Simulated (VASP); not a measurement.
Here is a VASP 6.6.1 calculation.

POSCAR

```
Te2Mo
1.0
    3.3853679563      0.0000000000      0.0000000000
   -1.6926839782      2.9318146513      0.0000000000
    0.0000000000      0.0000000000     15.0943765795
Te Mo
4 2
Direct
    0.3333333333      0.6666666667      0.6284839550
    0.6666666667      0.3333333333      0.1284839550
    0.3333333333      0.6666666667      0.8715160450
    0.6666666667      0.3333333333      0.3715160450
    0.3333333333      0.6666666667      0.2500000000
    0.6666666667      0.3333333333      0.7500000000
```

Contents of INCAR.step1:

```
SYSTEM = Te2Mo
  PREC = Accurate
  ENCUT = 520
  ISMEAR = 0
  SIGMA = 0.05
  LREAL = .False.
  LASPH = .True.
  NELM = 80
  NBANDS = 35
  GGA = PE
  ALGO = Normal
  EDIFF = 1E-4
  LWAVE = .True.
  LCHARG = .False.
```

Contents of INCAR.step2:

```
SYSTEM = Te2Mo
  PREC = Accurate
  ENCUT = 520
  EDIFF = 1E-6
  ISMEAR = 0
  SIGMA = 0.05
  LREAL = .False.
  LASPH = .True.
  NELM = 80
  ALGO = Normal
  ISIF = 2
  LWAVE = .False.
  LCHARG = .False.
  METAGGA = R2SCAN
  LMIXTAU = .True.
  NBANDS = 35
  ISTART = 1
```

KPOINTS

```
Automatic mesh
0
Gamma
  12 12 2
  0 0 0
```

Potentials or basis: VASP PAW PBE potentials, release 64 (Te, Mo_sv).

Run with:

```bash
$ cat potpaw_PBE.64/Te/POTCAR potpaw_PBE.64/Mo_sv/POTCAR > POTCAR
$ cp INCAR.step1 INCAR
$ mpirun -np 1 vasp_std > vasp.out
$ cp INCAR.step2 INCAR
$ mpirun -np 1 vasp_std > vasp.out
```

**Question.** What does it give for the largest force?

**Answer.** 0.387 eV/Å.

**Question.** Predict the band gap on the k mesh.

**Answer.** 0.96 eV (least direct gap 1.35 eV).

**Question.** Predict the pressure.

**Answer.** 7.6 GPa.

Forces in eV/Å, atoms in the order of the input:
```
Te   0.000  0.000 -0.387
Te   0.000  0.000 -0.387
Te   0.000  0.000  0.387
Te   0.000  0.000  0.387
Mo   0.000  0.000  0.000
Mo   0.000  0.000  0.000
```

Caveat: the cell differs from its parent crystal (strain -0.050 along x and y, +0.025 along z); the stress differs along the axes, from 3 to 10 GPa; the PAW data sets were made with another functional, which shifts forces and pressure a little; spin-orbit coupling is left out, which moves the levels of the heavy elements. A k mesh can miss the band edges.
